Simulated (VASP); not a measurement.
Set up this calculation in VASP 6.6.1, as the native input.

```yaml
Task: single point
Functional: PBE
Potentials_or_basis: VASP PAW PBE potentials, release 64 (Al, N)
Cutoff: 520 eV
k_mesh: 10 × 10 × 10
Occupations: gaussian, width 0.05 eV
Spin: no spin polarisation
Dipole_correction: no
Further_INCAR_settings: ALGO = Normal; EDIFF = 1e-06; NBANDS = 11
```

The structure of AlN lies in POSCAR:

```
AlN
1.0
    0.0000000000      2.1839935596      2.1839935596
    2.1839935596      0.0000000000      2.1839935596
    2.1839935596      2.1839935596      0.0000000000
Al N
1 1
Direct
   -0.0485651694      0.0485651694      0.0000000000
    0.7500000000      0.7500000000      0.7500000000
```

This cell differs from its parent crystal: all Al atoms moved +0.150 Å, as atom 1 along Cartesian [1 -1 0].

One way to write it, as run:

INCAR

```
PREC = Accurate ; ENCUT = 520
EDIFF = 1E-6 ; ISMEAR = 0
SIGMA = 0.05 ; LREAL = False
LASPH = True ; NELM = 80
ALGO = Normal ; ISIF = 2
LWAVE = False ; LCHARG = True
GGA = PE ; LELF = True
LVHAR = True ; NBANDS = 11
```

KPOINTS

```
regular mesh
0
Gamma
  10 10 10
```

Potentials or basis: VASP PAW PBE potentials, release 64 (Al, N).

Command:

```console
$ cat potpaw_PBE.64/Al/POTCAR potpaw_PBE.64/N/POTCAR > POTCAR
$ mpirun -np 1 vasp_std > vasp.out
```

It gave:

The pressure is 7.5 GPa and the largest force is 2.397 eV/Å. The band gap on the k mesh is 2.92 eV (least direct gap 3.77 eV).

Caveat: the cell differs from its parent crystal (all Al atoms moved +0.150 Å, as atom 1 along Cartesian [1 -1 0]); the cell stands under pressure; forces of over 1 eV/Å act on the atoms, so gaps and moduli don't describe the material at rest.

Wall time 90 s on 1 thread of AMD EPYC 7R13 (shared host), peak memory 0.15 GiB.
